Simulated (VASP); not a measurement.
# GaN (Fd-3m) in VASP: a series of runs, part 2 of 2

VASP 6.6.1. The steps go on from the part before.

## 3. Single point, PBE

This run uses another cell than the first one, of 11.87 Å³/atom.

Input file INCAR:

```
SYSTEM = GaN
PREC = Accurate
ENCUT = 520
EDIFF = 1E-6
ISMEAR = 0
SIGMA = 0.1
LREAL = .FALSE.
LASPH = .TRUE.
NELM = 80
ALGO = Normal
ISIF = 2
LWAVE = .FALSE.
LCHARG = .FALSE.
GGA = PE
NBANDS = 26
```

Input file KPOINTS:

```
regular mesh
0
G
  14 14 14
  0 0 0
```

Input file POSCAR:

```
GaN
1.0
    0.0000000000      2.8742670994      2.8742670994
    2.8742670994      0.0000000000      2.8742670994
    2.8742670994      2.8742670994      0.0000000000
Ga N
2 2
Direct
    0.5000000000      0.5000000000      0.5000000000
    0.7500000000      0.7500000000      0.7500000000
    0.2500000000      0.2500000000      0.2500000000
    0.0000000000      0.0000000000      0.0000000000
```

Potentials or basis: VASP PAW PBE potentials, release 64 (Ga_d, N).

Launch:

```console
> cat potpaw_PBE.64/Ga_d/POTCAR potpaw_PBE.64/N/POTCAR > POTCAR
> mpirun -np 1 vasp_std > vasp.out
```

OUTCAR:

```text
SYSTEM = GaN
   PREC = Accurate
   ENCUT = 520
   EDIFF = 1E-6
   ISMEAR = 0
   LREAL = .FALSE.
   LASPH = .TRUE.
   NELM = 80
   ISIF = 2
   GGA = PE

 ion  position               nearest neighbor table
   1  0.500  0.500  0.500-   2 2.49   2 2.49   2 2.49   2 2.49
   2  0.750  0.750  0.750-   1 2.49   1 2.49   1 2.49   1 2.49
   3  0.250  0.250  0.250-
   4  0.000  0.000  0.000-

  LATTYP: Found a face centered cubic cell.
 ALAT       =     5.7485341988

  Lattice vectors:

 A1 = (   0.0000000000,   2.8742670994,   2.8742670994)
 A2 = (   2.8742670994,   0.0000000000,   2.8742670994)
 A3 = (   2.8742670994,   2.8742670994,   0.0000000000)

Analysis of symmetry for initial positions (statically):
=====================================================================
 Subroutine PRICEL returns:
 Original cell was already a primitive cell.

 Routine SETGRP: Setting up the symmetry group for a
 face centered cubic supercell.

 Subroutine GETGRP returns: Found 48 space group operations
 (whereof 24 operations were pure point group operations)
 out of a pool of 48 trial point group operations.

The static configuration has the point symmetry T_d .
 The point group associated with its full space group is O_h .

Analysis of symmetry for dynamics (positions and initial velocities):
=====================================================================
 Subroutine PRICEL returns:
 Original cell was already a primitive cell.

 Routine SETGRP: Setting up the symmetry group for a
 face centered cubic supercell.

 Subroutine GETGRP returns: Found 48 space group operations
 (whereof 24 operations were pure point group operations)
 out of a pool of 48 trial point group operations.

The dynamic configuration has the point symmetry T_d .
[... 119 lines left out ...]
   ISMEAR =     0;   SIGMA  =   0.10  broadening in eV -4-tet -1-fermi 0-gaus
   EFERMI_NEDOS =   21; number of points for ismear=-14 and -15
   IALGO  =     38    algorithm
   IMIX   =      4    mixing-type and parameters
     AMIX     =   0.40;   BMIX     =  1.00
     AMIX_MAG =   1.60;   BMIX_MAG =  1.00
  volume/ion in A,a.u.               =      11.87        80.12
  Fermi-wavevector in a.u.,A,eV,Ry     =   1.492698  2.820790 30.315774  2.228147
  Thomas-Fermi vector in A             =   2.605193
   LORBIT       =      0    0 simple, 1 ext, 2 COOP (PROOUT), +10 PAW based schemes
   GGA     = PE    functional components
   LHFCALC =     F    Hartree Fock is set to
   AEXX    =    0.0000 exact exchange contribution
   IVDW    =     0    specifies the selected vdW correction
   LEPSILON=     F    determine dielectric tensor
   LRPA    =     F    only Hartree local field effects (RPA)
 non-spin polarized calculation
 Gauss-broadening in eV      SIGMA  =   0.10
  energy-cutoff  :      520.00
  volume of cell :       47.49
 maximum number of plane-waves:      1299
   NGX = 15   NGY = 15   NGZ = 15

 number of electron      35.9999976 magnetization

 Free energy of the ion-electron system (eV)
  ---------------------------------------------------
  ext. energy  EPLUGINS =         0.00000000
  ---------------------------------------------------
  free energy    TOTEN  =       -15.16288441 eV

  energy without entropy =      -15.15160335  energy(sigma->0) =      -15.15724388

 E-fermi :   5.8993     XC(G=0): -11.9919

 val. band max:        5.8980972177   @ k =   0.4286   0.1429   0.0714
 cond. band min:       5.9075386956   @ k =   0.2143   0.2143   0.0000
 fundamental gap:      0.0094414779
 Fermi energy:         5.8992534616

 k-point     1 :       0.0000    0.0000    0.0000
  band No.  band energies     occupation
      1      -9.9342      2.00000
      2      -9.2732      2.00000
      3      -9.2732      2.00000
      4      -9.2732      2.00000
      5      -9.2100      2.00000
      6      -9.2100      2.00000
[... 685 lines left out ...]
     25      15.1023      0.00000
     26      15.7528      0.00000

 [... further k-points ...]

------------------------ aborting loop because EDIFF is reached ----------------------------------------

  FORCE on cell =-STRESS in cart. coord.  units (eV):
  Direction    XX          YY          ZZ          XY          YZ          ZX
  --------------------------------------------------------------------------------------
  -------------------------------------------------------------------------------------
  Total        0.0478923      0.0478923      0.0478923      0.0000000     -0.0000000     -0.0000000
  in kB        1.6157171      1.6157171      1.6157171      0.0000000     -0.0000000     -0.0000000
  external PRESSURE =       1.6157171 kB  Pullay stress =       0.0000000 kB

 VOLUME and BASIS-vectors are now :
 -----------------------------------------------------------------------------
  energy-cutoff  :      520.00
  volume of cell :       47.49
      direct lattice vectors                 reciprocal lattice vectors
     0.000000000  2.874267099  2.874267099    -0.173957389  0.173957389  0.173957389
     2.874267099  0.000000000  2.874267099     0.173957389 -0.173957389  0.173957389
     2.874267099  2.874267099  0.000000000     0.173957389  0.173957389 -0.173957389

 POSITION                                       TOTAL-FORCE (eV/Angst)
 -----------------------------------------------------------------------------------
      2.87427      2.87427      2.87427        -0.000000      0.000000     -0.000000
      4.31140      4.31140      4.31140         0.000000     -0.000000      0.000000
      1.43713      1.43713      1.43713        -0.000000     -0.000000     -0.000000
      0.00000      0.00000      0.00000        -0.000000      0.000000      0.000000
 -----------------------------------------------------------------------------------
    total drift:                                0.000000     -0.000000     -0.000000

  FREE ENERGIE OF THE ION-ELECTRON SYSTEM (eV)
  ---------------------------------------------------
  free  energy   TOTEN  =       -15.1628844105 eV

  energy  without entropy=      -15.1516033511  energy(sigma->0) =      -15.15724388
```

stdout:

```text
POSCAR found type information on POSCAR GaN
 POSCAR found :  2 types and       4 ions
 scaLAPACK will be used
 LDA part: xc-table for (Slater+PW92), standard interpolation
 POSCAR, INCAR and KPOINTS ok, starting setup
 FFT: planning ... GRIDC
 FFT: planning ... GRID_SOFT
 FFT: planning ... GRID
 WAVECAR not read
 entering main loop
```

Wall time 58 s (1 thread of Intel Xeon 6975P-C (Granite Rapids), shared host); peak memory 0.24 GiB.

What came out:

```
Free energy            : -15.1629 eV
Pressure               : 0.2 GPa
Band gap on the k mesh : zero (bands 18 and 19 overlap by 2.28 eV)
```

Levels at points of the mesh, in eV from the Fermi level:
```csv
k point,band 16,band 17,band 18,band 19,band 20,band 21
"(0.00, 0.00, 0.00)",-2.42,-1.66,-1.66,-1.66,2.53,2.53
"(0.50, 0.00, 0.00)",-2.21,-1.53,-1.53,-0.15,0.89,2.98
"(0.50, 0.50, 0.00)",-5.24,0.62,0.62,1.04,1.04,4.15
```

## 4. Relaxation of cell and atoms, PBE

Input file INCAR:

```
SYSTEM = GaN
ALGO = Normal
EDIFF = 1E-6
EDIFFG = -0.01
ENCUT = 600
GGA = PE
IBRION = 2
ISIF = 3
ISMEAR = 0
LASPH = .True.
LCHARG = .False.
LREAL = .False.
LWAVE = .False.
NELM = 100
NSW = 100
PREC = Accurate
SIGMA = 0.1
```

Input file KPOINTS:

```
k-points
0
Gamma
  14 14 14
  0 0 0
```

Input file POSCAR:

```
GaN
1.0
    0.0000000000      2.8785720675      2.8785720675
    2.8785720675      0.0000000000      2.8785720675
    2.8785720675      2.8785720675      0.0000000000
Ga N
2 2
Direct
    0.5000000000      0.5000000000      0.5000000000
    0.7500000000      0.7500000000      0.7500000000
    0.2500000000      0.2500000000      0.2500000000
    0.0000000000      0.0000000000      0.0000000000
```

Launch:

```console
> cat potpaw_PBE.64/Ga_d/POTCAR potpaw_PBE.64/N/POTCAR > POTCAR
> mpirun -np 1 vasp_std > vasp.out
```

It took 81 s on 1 thread of Intel Xeon 6975P-C (Granite Rapids), shared host; peak memory 0.28 GiB.

Results (log left out):

* Free energy: -15.1656 eV
* Relaxed volume: 11.88 Å³/atom
* Relaxed cell: a = 4.066 Å, b = 4.066 Å, c = 4.066 Å, α = 60.00°, β = 60.00°, γ = 60.00°
* Space group after relaxing (to 0.1 Å): Fd-3m (No. 227)
* Energy gained by relaxing: 0.1 meV/atom
* Ionic steps: 2
* Pressure after relaxing: 0.0 GPa
* Band gap on the k mesh: zero (bands 18 and 19 overlap by 2.28 eV)

The path:
| step | energy change (eV) | largest force (eV/Å) | pressure (GPa) | volume (Å³) |
| --- | --- | --- | --- | --- |
| 1 | 0.0000 | 0.0000 | -0.36 | 47.70 |
| 2 | -0.0002 | 0.0000 | 0.02 | 47.52 |

Final structure:
```
Ga N
1.0
     0.00000    2.87480    2.87480
     2.87480    0.00000    2.87480
     2.87480    2.87480    0.00000
Ga N
2 2
Direct
  0.50000 0.50000 0.50000
  0.75000 0.75000 0.75000
  0.25000 0.25000 0.25000
  0.00000 0.00000 0.00000
```

Levels at points of the mesh, in eV from the Fermi level:
```csv
k point,band 15,band 16,band 17,band 18,band 19,band 20,band 21,band 22
"(0.00, 0.00, 0.00)",-2.42,-2.42,-1.66,-1.66,-1.66,2.53,2.53,2.53
"(0.50, 0.00, 0.00)",-3.26,-2.22,-1.53,-1.53,-0.15,0.89,2.98,2.98
"(0.50, 0.50, 0.00)",-5.24,-5.24,0.62,0.62,1.04,1.04,4.15,4.15
```

## 5. Relaxation of cell and atoms, PBE, collinear spin, ferromagnetic start

This run uses another cell than the first one, of 16.69 Å³/atom.

Input file INCAR:

```
PREC = Accurate
ENCUT = 600
EDIFF = 1E-6
ISMEAR = 0
SIGMA = 0.1
LREAL = F
LASPH = T
NELM = 150
ALGO = Normal
ISIF = 3
LWAVE = F
LCHARG = F
ISPIN = 2
MAGMOM = 0 0 1 1
LORBIT = 11
GGA = PE
IBRION = 2
NSW = 90
EDIFFG = -0.04
```

Input file KPOINTS:

```
regular mesh
0
Gamma
  6 6 6
```

Input file POSCAR:

```
GaN
1.0
    0.0000000000      3.2195797800      3.2195797800
    3.2195797800      0.0000000000      3.2195797800
    3.2195797800      3.2195797800      0.0000000000
Ga N
2 2
Direct
    0.0000000000      0.0000000000      0.0000000000
    0.2500000000      0.2500000000      0.2500000000
    0.7500000000      0.7500000000      0.7500000000
    0.5000000000      0.5000000000      0.5000000000
```

Launch:

```console
> cat potpaw_PBE.64/Ga_d/POTCAR potpaw_PBE.64/N/POTCAR > POTCAR
> mpirun -np 1 vasp_std > vasp.out
```

Run time: 3 min. Hardware: 1 thread of Intel Xeon 6975P-C (Granite Rapids), shared host; peak memory 0.27 GiB.

It converged, with:

* Free energy: -15.1842 eV
* Relaxed volume: 11.93 Å³/atom
* Relaxed cell: a = 4.071 Å, b = 4.071 Å, c = 4.071 Å, α = 60.00°, β = 60.00°, γ = 60.00°
* Space group after relaxing (to 0.1 Å): Fd-3m (No. 227)
* Energy gained by relaxing: 286.1 meV/atom
* Ionic steps: 7
* Pressure after relaxing: 0.2 GPa
* Band gap on the k mesh: zero (filled and empty bands overlap)
* Net moment: 0.00 μB per cell
* Valence electrons inside the program's atomic spheres: Ga 11.57; N 3.35

Step by step:
```
step  energy change (eV)  largest force (eV/Å)  pressure (GPa)  volume (Å³)
   1              0.0000                0.0000           -8.50        66.75
   2             -0.5386                0.0000          -10.48        58.56
   3             -0.1811                0.0000           39.62        38.06
   4             -1.0402                0.0000           -7.22        52.02
   5             -1.0631                0.0000            8.46        44.48
   6             -1.1435                0.0000           -0.89        48.15
   7             -1.1446                0.0000            0.17        47.72
```

Final structure:
```
CELL_PARAMETERS angstrom
0.00000 2.87887 2.87887
2.87887 0.00000 2.87887
2.87887 2.87887 0.00000
ATOMIC_POSITIONS crystal
Ga 0.00000 0.00000 0.00000
Ga 0.25000 0.25000 0.25000
N 0.75000 0.75000 0.75000
N 0.50000 0.50000 0.50000
```

Levels at points of the mesh, in eV from the Fermi level:
Spin up:
| k point | band 14 | band 15 | band 16 | band 17 | band 18 | band 19 | band 20 | band 21 | band 22 | band 23 |
| --- | --- | --- | --- | --- | --- | --- | --- | --- | --- | --- |
| (0.00, 0.00, 0.00) | -2.46 | -2.46 | -2.46 | -1.69 | -1.69 | -1.69 | 2.49 | 2.49 | 2.49 | 4.40 |
| (0.50, 0.00, 0.00) | -3.29 | -3.29 | -2.26 | -1.56 | -1.56 | -0.20 | 0.83 | 2.93 | 2.93 | 7.01 |
| (0.50, 0.50, 0.00) | -6.32 | -5.26 | -5.26 | 0.57 | 0.57 | 0.99 | 0.99 | 4.10 | 4.10 | 8.03 |
Spin down:
```
           k point  band 14  band 15  band 16  band 17  band 18  band 19  band 20  band 21  band 22  band 23
(0.00, 0.00, 0.00)    -2.46    -2.46    -2.46    -1.69    -1.69    -1.69     2.49     2.49     2.49     4.40
(0.50, 0.00, 0.00)    -3.29    -3.29    -2.26    -1.56    -1.56    -0.20     0.83     2.93     2.93     7.01
(0.50, 0.50, 0.00)    -6.32    -5.26    -5.26     0.57     0.57     0.99     0.99     4.10     4.10     8.03
```

Caveat: the volume moved by over 15 % at a fixed basis, so the end points are rough.

## 6. Summary

| task | spin | cell | k mesh | cutoff (eV) | gap on the mesh (eV) | pressure (GPa) | moment (μB) | relaxed volume (Å³/atom) |
| --- | --- | --- | --- | --- | --- | --- | --- | --- |
| single point | collinear, ferromagnetic start | a = 4.071 Å, angles 60.0°, 4 atoms | 6 × 6 × 6 | 520 | none | 0.2 | 0.27 | - |
| single point | off | a = 4.065 Å, angles 60.0°, 4 atoms | 14 × 14 × 14 | 520 | none | 0.2 | - | - |
| relaxation of cell and atoms | off | relaxed from a = 4.071 Å, angles 60.0°, 4 atoms | 14 × 14 × 14 | 600 | none | 0.0 | - | 11.88 |
| relaxation of cell and atoms | collinear, ferromagnetic start | relaxed from a = 4.553 Å, angles 60.0°, 4 atoms | 6 × 6 × 6 | 600 | none | 0.2 | 0.00 | 11.93 |

Alike in all rows: level PBE; potentials or basis VASP PAW PBE potentials, release 64 (Ga_d, N); smearing gaussian 0.1 eV.

Caveats: the volume moved by over 15 % at a fixed basis, so the end points are rough (at least some runs).

Total energies depend on the potentials used, so only differences within one code and one set of settings carry meaning.
